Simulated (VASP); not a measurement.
# AgCl (Fm-3m) in VASP: notebook, part 2 of 2

VASP 6.6.1.

### Step 3. Single point, PBE

Contents of INCAR:

```
ALGO = Normal
EDIFF = 1E-6
ENCUT = 500
GGA = PE
GGA_COMPAT = F
ISIF = 2
ISMEAR = 0
LASPH = T
LCHARG = F
LREAL = F
LWAVE = F
NBANDS = 16
NELM = 120
PREC = Accurate
SIGMA = 0.01
```

Contents of KPOINTS:

```
k-points
0
Gamma
  7 7 7
```

Contents of POSCAR:

```
AgCl
1.0
    0.0000000000      2.7350000000      2.7350000000
    2.7350000000      0.0000000000      2.7350000000
    2.7350000000      2.7350000000      0.0000000000
Ag Cl
1 1
Direct
    0.0000000000      0.0000000000      0.0000000000
    0.5000000000      0.5000000000      0.5000000000
```

Potentials or basis: VASP PAW PBE potentials, release 64 (Ag, Cl).

Run with:

```sh
$ cat potpaw_PBE.64/Ag/POTCAR potpaw_PBE.64/Cl/POTCAR > POTCAR
$ mpirun -np 1 vasp_std > vasp.out
```

OUTCAR:

```text
EDIFF = 1E-6
   ENCUT = 500
   GGA = PE
   ISIF = 2
   ISMEAR = 0
   LASPH = T
   LREAL = F
   NELM = 120
   PREC = Accurate

 ion  position               nearest neighbor table
   1  0.000  0.000  0.000-   2 2.73   2 2.73   2 2.73   2 2.73   2 2.73   2 2.73
   2  0.500  0.500  0.500-   1 2.73   1 2.73   1 2.73   1 2.73   1 2.73   1 2.73

  LATTYP: Found a face centered cubic cell.
 ALAT       =     5.4700000000

  Lattice vectors:

 A1 = (   0.0000000000,   2.7350000000,   2.7350000000)
 A2 = (   2.7350000000,   0.0000000000,   2.7350000000)
 A3 = (   2.7350000000,   2.7350000000,   0.0000000000)

Analysis of symmetry for initial positions (statically):
=====================================================================
 Subroutine PRICEL returns:
 Original cell was already a primitive cell.

 Routine SETGRP: Setting up the symmetry group for a
 face centered cubic supercell.

 Subroutine GETGRP returns: Found 48 space group operations
 (whereof 48 operations were pure point group operations)
 out of a pool of 48 trial point group operations.

The static configuration has the point symmetry O_h .

Analysis of symmetry for dynamics (positions and initial velocities):
=====================================================================
 Subroutine PRICEL returns:
 Original cell was already a primitive cell.

 Routine SETGRP: Setting up the symmetry group for a
 face centered cubic supercell.

 Subroutine GETGRP returns: Found 48 space group operations
 (whereof 48 operations were pure point group operations)
 out of a pool of 48 trial point group operations.

The dynamic configuration has the point symmetry O_h .

 Subroutine INISYM returns: Found 48 space group operations
 (whereof 48 operations are pure point group operations),
[... 104 lines left out ...]
   EMIN   =  10.00;   EMAX   =-10.00  energy-range for DOS
   EFERMI =   0.00;   METHOD = LEGACY
   ISMEAR =     0;   SIGMA  =   0.01  broadening in eV -4-tet -1-fermi 0-gaus
   EFERMI_NEDOS =   21; number of points for ismear=-14 and -15
   IALGO  =     38    algorithm
   IMIX   =      4    mixing-type and parameters
     AMIX     =   0.40;   BMIX     =  1.00
     AMIX_MAG =   1.60;   BMIX_MAG =  1.00
  volume/ion in A,a.u.               =      20.46       138.06
  Fermi-wavevector in a.u.,A,eV,Ry     =   1.245083  2.352866 21.092186  1.550232
  Thomas-Fermi vector in A             =   2.379321
   LORBIT       =      0    0 simple, 1 ext, 2 COOP (PROOUT), +10 PAW based schemes
   GGA     = PE    functional components
   LHFCALC =     F    Hartree Fock is set to
   AEXX    =    0.0000 exact exchange contribution
   IVDW    =     0    specifies the selected vdW correction
   LEPSILON=     F    determine dielectric tensor
   LRPA    =     F    only Hartree local field effects (RPA)
 non-spin polarized calculation
 Gauss-broadening in eV      SIGMA  =   0.01
  energy-cutoff  :      500.00
  volume of cell :       40.92
 maximum number of plane-waves:      1051
   NGX = 15   NGY = 15   NGZ = 15

 number of electron      18.0000000 magnetization

 Free energy of the ion-electron system (eV)
  ---------------------------------------------------
  ext. energy  EPLUGINS =         0.00000000
  ---------------------------------------------------
  free energy    TOTEN  =        -5.36549402 eV

  energy without entropy =       -5.36549402  energy(sigma->0) =       -5.36549402

 E-fermi :   4.3558     XC(G=0): -10.1850

 val. band max:        4.2755605096   @ k =   0.4286   0.0000   0.0000
 cond. band min:       5.2594463388   @ k =   0.0000   0.0000   0.0000
 fundamental gap:      0.9838858292
 Fermi energy:         4.3558054282

 k-point     1 :       0.0000    0.0000    0.0000
  band No.  band energies     occupation
      1     -11.0784      2.00000
      2       1.7427      2.00000
      3       1.7427      2.00000
      4       1.7427      2.00000
      5       1.7861      2.00000
      6       1.7861      2.00000
[... 357 lines left out ...]
      3      -0.0038      2.00000
      4       0.1600      2.00000
      5       2.0581      2.00000
      6       2.2034      2.00000
[... 8 lines left out ...]
     15      17.8728      0.00000
     16      20.0597      0.00000

------------------------ aborting loop because EDIFF is reached ----------------------------------------

  FORCE on cell =-STRESS in cart. coord.  units (eV):
  Direction    XX          YY          ZZ          XY          YZ          ZX
  --------------------------------------------------------------------------------------
  -------------------------------------------------------------------------------------
  Total        0.9655506      0.9655506      0.9655506      0.0000000      0.0000000     -0.0000000
  in kB       37.8079956     37.8079956     37.8079956      0.0000000      0.0000000     -0.0000000
  external PRESSURE =      37.8079956 kB  Pullay stress =       0.0000000 kB

 VOLUME and BASIS-vectors are now :
 -----------------------------------------------------------------------------
  energy-cutoff  :      500.00
  volume of cell :       40.92
      direct lattice vectors                 reciprocal lattice vectors
     0.000000000  2.735000000  2.735000000    -0.182815356  0.182815356  0.182815356
     2.735000000  0.000000000  2.735000000     0.182815356 -0.182815356  0.182815356
     2.735000000  2.735000000  0.000000000     0.182815356  0.182815356 -0.182815356

 POSITION                                       TOTAL-FORCE (eV/Angst)
 -----------------------------------------------------------------------------------
      0.00000      0.00000      0.00000         0.000000      0.000000      0.000000
      2.73500      2.73500      2.73500        -0.000000     -0.000000     -0.000000
 -----------------------------------------------------------------------------------
    total drift:                                0.000000      0.000000      0.000000

  FREE ENERGIE OF THE ION-ELECTRON SYSTEM (eV)
  ---------------------------------------------------
  free  energy   TOTEN  =        -5.3654940175 eV

  energy  without entropy=       -5.3654940175  energy(sigma->0) =       -5.36549402
```

Run time: 19 s. Hardware: 1 thread of Intel Xeon 8259CL, shared host; peak memory 0.16 GiB.

What came out:

| Quantity | Value |
| --- | --- |
| Free energy | -5.3655 eV |
| Pressure | 3.8 GPa |
| Band gap on the k mesh | 0.98 eV (least direct gap 3.38 eV) |

Levels at points of the mesh, in eV from the valence-band top:
```
           k point  band 6  band 7  band 8  band 9  band 10  band 11  band 12  band 13
(0.00, 0.00, 0.00)   -2.49   -2.42   -2.42   -2.42     0.98    10.92    10.92    10.92
```

Caveat: the cell stands under pressure; an odd mesh through Γ misses points on the zone boundary, where band edges can lie.
